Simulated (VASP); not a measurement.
# Ta2N (P-1) in VASP: notebook, part 2 of 3

VASP 6.6.1.

**3. Single point, PBEsol (engineering shear strain xy -0.0350, normal strain along z -0.0175)**

File INCAR:

```
PREC = Accurate ; ENCUT = 520
EDIFF = 1E-7 ; ISMEAR = 0
SIGMA = 0.15 ; LREAL = F
LASPH = T ; NELM = 60
ALGO = Fast ; ISIF = 2
LWAVE = F ; LCHARG = F
GGA = PS ; NBANDS = 20
```

File KPOINTS:

```
regular mesh
0
Gamma
  15 15 8
```

File POSCAR:

```
Ta2N
1.0
    3.0782595490     -0.0538695421      0.0000000000
   -1.5857821664      2.6927857399      0.0000000000
    0.0000000000      0.0000000000      4.7395141106
Ta N
2 1
Direct
    0.6666666667      0.3333333333      0.7463700642
    0.3333333333      0.6666666667      0.2536299358
    0.0000000000      0.0000000000      0.0000000000
```

Potentials or basis: VASP PAW PBE potentials, release 64 (Ta_pv, N).

Command:

```
> cat potpaw_PBE.64/Ta_pv/POTCAR potpaw_PBE.64/N/POTCAR > POTCAR
> mpirun -np 1 vasp_std > vasp.out
```

OUTCAR:

```text
PREC = Accurate
   ENCUT = 520
   EDIFF = 1E-7
   ISMEAR = 0
   LREAL = F
   LASPH = T
   NELM = 60
   ISIF = 2
   GGA = PS

 ion  position               nearest neighbor table
   1  0.667  0.333  0.746-   3 2.12   3 2.15   3 2.17   2 2.92   2 2.93   2 2.95   2 2.97   2 2.99
                             2 3.01
   2  0.333  0.667  0.254-   3 2.12   3 2.15   3 2.17   1 2.92   1 2.93   1 2.95   1 2.97   1 2.99
                             1 3.01
   3  0.000  0.000  0.000-   1 2.12   2 2.12   1 2.15   2 2.15   1 2.17   2 2.17

  LATTYP: Found a simple monoclinic cell.
 ALAT       =     3.0317268077
 B/A-ratio  =     1.5633051430
 C/A-ratio  =     1.0155040565
 COS(beta)  =    -0.4769806211

  Lattice vectors:

 A1 = (   1.4924773826,   2.6389161978,   0.0000000000)
 A2 = (   0.0000000000,   0.0000000000,  -4.7395141106)
 A3 = (  -3.0782595490,   0.0538695421,   0.0000000000)

Analysis of symmetry for initial positions (statically):
=====================================================================
 Subroutine PRICEL returns:
 Original cell was already a primitive cell.

 Routine SETGRP: Setting up the symmetry group for a
 simple monoclinic supercell.

 Subroutine GETGRP returns: Found  2 space group operations
 (whereof  2 operations were pure point group operations)
 out of a pool of  4 trial point group operations.

The static configuration has the point symmetry S_2 .

Analysis of symmetry for dynamics (positions and initial velocities):
=====================================================================
 Subroutine PRICEL returns:
 Original cell was already a primitive cell.

 Routine SETGRP: Setting up the symmetry group for a
 simple monoclinic supercell.

 Subroutine GETGRP returns: Found  2 space group operations
 (whereof  2 operations were pure point group operations)
 out of a pool of  4 trial point group operations.

The dynamic configuration has the point symmetry S_2 .

 Subroutine INISYM returns: Found  2 space group operations
 (whereof  2 operations are pure point group operations),
 and found     1 'primitive' translations

----------------------------------------------------------------------------------------

                                     Primitive cell

  volume of cell :      38.8814

  direct lattice vectors                    reciprocal lattice vectors
     3.078259549 -0.053869542  0.000000000     0.328241674  0.193301601  0.000000000
    -1.585782166  2.692785740  0.000000000     0.006566519  0.375229657  0.000000000
     0.000000000  0.000000000  4.739514111     0.000000000  0.000000000  0.210992093

  length of vectors
     3.078730871  3.125028019  4.739514111     0.380930578  0.375287109  0.210992093

  position of ions in fractional coordinates (direct lattice)
     0.666666667  0.333333333  0.746370064
     0.333333333  0.666666667  0.253629936
     0.000000000  0.000000000  0.000000000

  ion indices of the primitive-cell ions
   primitive index   ion index
                 1           1
                 2           2
                 3           3

----------------------------------------------------------------------------------------

 KPOINTS: regular mesh

Automatic generation of k-mesh.
 Grid dimensions read from file:
 generate k-points for:   15   15    8

 Generating k-lattice:

  Cartesian coordinates                     Fractional coordinates (reciprocal lattice)
     0.021882778  0.012886773  0.000000000     0.066666667  0.000000000  0.000000000
     0.000437768  0.025015310  0.000000000     0.000000000  0.066666667  0.000000000
     0.000000000  0.000000000  0.026374012     0.000000000  0.000000000  0.125000000

  Length of vectors
     0.025395372  0.025019141  0.026374012

  Shift w.r.t. Gamma in fractional coordinates (k-lattice)
     0.000000000  0.000000000  0.000000000

 Subroutine IBZKPT returns following result:
 ===========================================

 Found    901 irreducible k-points:

 Following reciprocal coordinates:
            Coordinates               Weight
  0.000000  0.000000  0.000000      1.000000
  0.066667 -0.000000  0.000000      2.000000
  0.133333  0.000000  0.000000      2.000000
  0.200000  0.000000  0.000000      2.000000
  0.266667  0.000000  0.000000      2.000000
  0.333333  0.000000  0.000000      2.000000
[... 16 lines left out ...]
 -0.066667  0.066667  0.000000      2.000000
  0.000000  0.133333  0.000000      2.000000
 [... further k-points ...]
   k-points           NKPTS =    901   k-points in BZ     NKDIM =    901   number of bands    NBANDS=     20
   number of dos      NEDOS =    301   number of ions     NIONS =      3
   total plane-waves  NPLWV =  20736
   dimension x,y,z NGX =    24 NGY =   24 NGZ =   36
   dimension x,y,z NGXF=    48 NGYF=   48 NGZF=   72
   ions per type =               2   1
   NGX,Y,Z   is equivalent  to a cutoff of  12.96, 12.77, 12.63 a.u.
   NGXF,Y,Z  is equivalent  to a cutoff of  25.92, 25.54, 25.26 a.u.
 SYSTEM =  unknown system
   PREC   = accura    normal or accurate (medium, high low for compatibility)
   ISTART =      0    job   : 0-new  1-cont  2-samecut
   ICHARG =      2    charge: 1-file 2-atom 10-const
   ISPIN  =      1    spin polarized calculation?
   LNONCOLLINEAR =      F non collinear calculations
   LSORBIT =      F    spin-orbit coupling
   LASPH  =      T    aspherical Exc in radial PAW
   ENCUT  =  520.0 eV  38.22 Ry    6.18 a.u.   5.72  5.81  8.81*2*pi/ulx,y,z
   NELM   =     60;   NELMIN=  2; NELMDL= -5     # of ELM steps
   EDIFF  = 0.1E-06   stopping-criterion for ELM
   LREAL  =      F    real-space projection
   EDIFFG = 0.1E-05   stopping-criterion for IOM
   NSW    =      0    number of steps for IOM
   IBRION =     -1    ionic relax: 0-MD 1-quasi-New 2-CG
   NFREE  =      0    steps in history (QN), initial steepest desc. (CG)
   ISIF   =      2    stress and relaxation
   ISYM   =      2    0-nonsym 1-usesym 2-fastsym
   POTIM  = 0.5000    time-step for ionic-motion
   TEBEG  =    0.0;   TEEND  =   0.0 temperature during run
   PSTRESS=    0.0 pullay stress
   NELECT =      27.0000    total number of electrons
   NUPDOWN=      -1.0000    fix difference up-down
   EMIN   =  10.00;   EMAX   =-10.00  energy-range for DOS
   EFERMI =   0.00;   METHOD = LEGACY
   ISMEAR =     0;   SIGMA  =   0.15  broadening in eV -4-tet -1-fermi 0-gaus
   EFERMI_NEDOS =   21; number of points for ismear=-14 and -15
   IALGO  =     68    algorithm
   IMIX   =      4    mixing-type and parameters
     AMIX     =   0.40;   BMIX     =  1.00
     AMIX_MAG =   1.60;   BMIX_MAG =  1.00
  volume/ion in A,a.u.               =      12.96        87.46
  Fermi-wavevector in a.u.,A,eV,Ry     =   1.449713  2.739561 28.594937  2.101669
  Thomas-Fermi vector in A             =   2.567408
   LORBIT       =      0    0 simple, 1 ext, 2 COOP (PROOUT), +10 PAW based schemes
   GGA     = PS    functional components
   LHFCALC =     F    Hartree Fock is set to
   AEXX    =    0.0000 exact exchange contribution
   IVDW    =     0    specifies the selected vdW correction
   LEPSILON=     F    determine dielectric tensor
   LRPA    =     F    only Hartree local field effects (RPA)
 non-spin polarized calculation
 RMM-DIIS sequential band-by-band and
 Gauss-broadening in eV      SIGMA  =   0.15
  energy-cutoff  :      520.00
  volume of cell :       38.88
 maximum number of plane-waves:      1065
   NGX = 11   NGY = 11   NGZ = 17

 number of electron      26.9999998 magnetization

 Free energy of the ion-electron system (eV)
  ---------------------------------------------------
  ext. energy  EPLUGINS =         0.00000000
  ---------------------------------------------------
  free energy    TOTEN  =       -36.45301769 eV

  energy without entropy =      -36.44115088  energy(sigma->0) =      -36.44708428

 E-fermi :   7.7478     XC(G=0): -13.2364

 val. band max:        7.7452683485   @ k =   0.2667   0.0000   0.0000
 cond. band min:       7.7501979216   @ k =   0.2000   0.0667   0.2500
 fundamental gap:      0.0049295730
 Fermi energy:         7.7477651437

 k-point     1 :       0.0000    0.0000    0.0000
  band No.  band energies     occupation
      1     -27.8838      2.00000
      2     -27.0529      2.00000
      3     -27.0003      2.00000
      4     -26.8941      2.00000
      5     -26.8408      2.00000
      6     -26.7023      2.00000
[... 541 lines left out ...]
     19      10.4082      0.00000
     20      13.0796      0.00000

 [... further k-points ...]

------------------------ aborting loop because EDIFF is reached ----------------------------------------

  FORCE on cell =-STRESS in cart. coord.  units (eV):
  Direction    XX          YY          ZZ          XY          YZ          ZX
  --------------------------------------------------------------------------------------
  -------------------------------------------------------------------------------------
  Total        1.3053646      1.2950208      2.2369611      1.4445868     -0.0259607     -0.5221904
  in kB       53.7898743     53.3636371     92.1779654     59.5267716     -1.0697559    -21.5177849
  external PRESSURE =      66.4438256 kB  Pullay stress =       0.0000000 kB

 VOLUME and BASIS-vectors are now :
 -----------------------------------------------------------------------------
  energy-cutoff  :      520.00
  volume of cell :       38.88
      direct lattice vectors                 reciprocal lattice vectors
     3.078259549 -0.053869542  0.000000000     0.328241674  0.193301601  0.000000000
    -1.585782166  2.692785740  0.000000000     0.006566519  0.375229657  0.000000000
     0.000000000  0.000000000  4.739514111     0.000000000  0.000000000  0.210992093

 POSITION                                       TOTAL-FORCE (eV/Angst)
 -----------------------------------------------------------------------------------
      1.52358      0.86168      3.53743         0.055821      0.000299     -0.071295
     -0.03110      1.77723      1.20208        -0.055821     -0.000299      0.071295
      0.00000      0.00000      0.00000         0.000000      0.000000      0.000000
 -----------------------------------------------------------------------------------
    total drift:                                0.000000     -0.000000      0.000000

  FREE ENERGIE OF THE ION-ELECTRON SYSTEM (eV)
  ---------------------------------------------------
  free  energy   TOTEN  =       -36.4530176869 eV

  energy  without entropy=      -36.4411508819  energy(sigma->0) =      -36.44708428
```

stdout:

```text
POSCAR found type information on POSCAR TaN
 POSCAR found :  2 types and       3 ions
 scaLAPACK will be used
 -----------------------------------------------------------------------------
|                                                                             |
|                                                                             |
|     You enforced a specific xc type in the INCAR file but a different       |
|     I HOPE YOU KNOW WHAT YOU ARE DOING!                                     |
|                                                                             |
 -----------------------------------------------------------------------------

 LDA part: xc-table for (Slater+PW92), standard interpolation
 POSCAR, INCAR and KPOINTS ok, starting setup
 FFT: planning ... GRIDC
 FFT: planning ... GRID_SOFT
 FFT: planning ... GRID
 WAVECAR not read
 entering main loop
WARNING in EDDRMM: call to ZHEGV failed, returncode =   8  4     20
WARNING in EDDRMM: call to ZHEGV failed, returncode =   8  4     20
WARNING in EDDRMM: call to ZHEGV failed, returncode =   8  4     17
```

Wall time 13 min (1 thread of Oxide Virtual Turin-like, shared host); peak memory 0.63 GiB.

What came out:

```yaml
Free_energy: -36.4530 eV
Pressure: 6.6 GPa
Largest_force: 0.091 eV/Å
Band_gap_on_the_k_mesh: zero (an odd number of electrons rules out a gap without spin polarisation)
```

Forces on the atoms (eV/Å):
```
Ta   0.056  0.000 -0.071
Ta  -0.056  0.000  0.071
N    0.000  0.000  0.000
```

Stress tensor (GPa, compression positive):
```
 5.38  5.95 -2.15
 5.95  5.34 -0.11
-2.15 -0.11  9.22
```

Levels at points of the mesh, in eV from the Fermi level:
| k point | band 9 | band 10 | band 11 | band 12 | band 13 | band 14 | band 15 | band 16 | band 17 | band 18 |
| --- | --- | --- | --- | --- | --- | --- | --- | --- | --- | --- |
| (0.00, 0.00, 0.00) | -6.52 | -6.26 | -4.84 | -0.57 | -0.53 | 0.05 | 0.08 | 0.28 | 0.37 | 1.08 |
| (0.00, 0.00, 0.50) | -6.72 | -6.46 | -2.80 | -2.57 | -1.56 | -0.97 | 1.94 | 1.96 | 2.42 | 2.68 |

Caveat: the cell differs from its parent crystal (engineering shear strain xy -0.0350, normal strain along z -0.0175); the cell stands under pressure; the PAW data sets were made with another functional, which shifts forces and pressure a little; spin-orbit coupling is left out, which moves the levels of the heavy elements.

**4. Single point, PBEsol (engineering shear strain xy -0.0350, normal strain along z -0.0700)**

File INCAR:

```
SYSTEM = Ta2N
ALGO = Fast
EDIFF = 1E-6
ENCUT = 520
GGA = PS
ISIF = 2
ISMEAR = 0
LASPH = .True.
LCHARG = .False.
LREAL = .False.
LWAVE = .False.
NBANDS = 20
NELM = 80
PREC = Accurate
SIGMA = 0.15
```

File KPOINTS:

```
k-points
0
Gamma
  15 15 8
  0 0 0
```

Changes to POSCAR since step 3:

```diff
@@ -4,3 +4,3 @@
    -1.5857821664      2.6927857399      0.0000000000
-    0.0000000000      0.0000000000      4.7395141106
+    0.0000000000      0.0000000000      4.4862576314
 Ta N
```

Command:

```
> cat potpaw_PBE.64/Ta_pv/POTCAR potpaw_PBE.64/N/POTCAR > POTCAR
> mpirun -np 1 vasp_std > vasp.out
```

Run time: 13 min. Hardware: 1 thread of Oxide Virtual Turin-like, shared host; peak memory 0.61 GiB.

Results (log left out):

- Free energy: -36.1348 eV
- Pressure: 27.6 GPa
- Largest force: 0.057 eV/Å
- Band gap on the k mesh: zero (an odd number of electrons rules out a gap without spin polarisation)

Forces on the atoms (eV/Å):
```
Ta   0.055  0.002  0.016
Ta  -0.055 -0.002 -0.016
N    0.000  0.000  0.000
```

Stress tensor (GPa, compression positive):
```
20.61  6.99 -2.59
 6.99 20.66 -0.12
-2.59 -0.12 41.40
```

Levels at points of the mesh, in eV from the Fermi level:
```
           k point  band 11  band 12  band 13  band 14  band 15  band 16
(0.00, 0.00, 0.00)    -4.59    -0.50    -0.24    -0.06     0.03     0.11
(0.00, 0.00, 0.50)    -2.48    -2.18    -1.88    -1.30     2.23     2.38
```

Caveat: the cell differs from its parent crystal (engineering shear strain xy -0.0350, normal strain along z -0.0700); the stress differs along the axes, from 21 to 41 GPa; the PAW data sets were made with another functional, which shifts forces and pressure a little; spin-orbit coupling is left out, which moves the levels of the heavy elements.

[end of part 2 of 3]
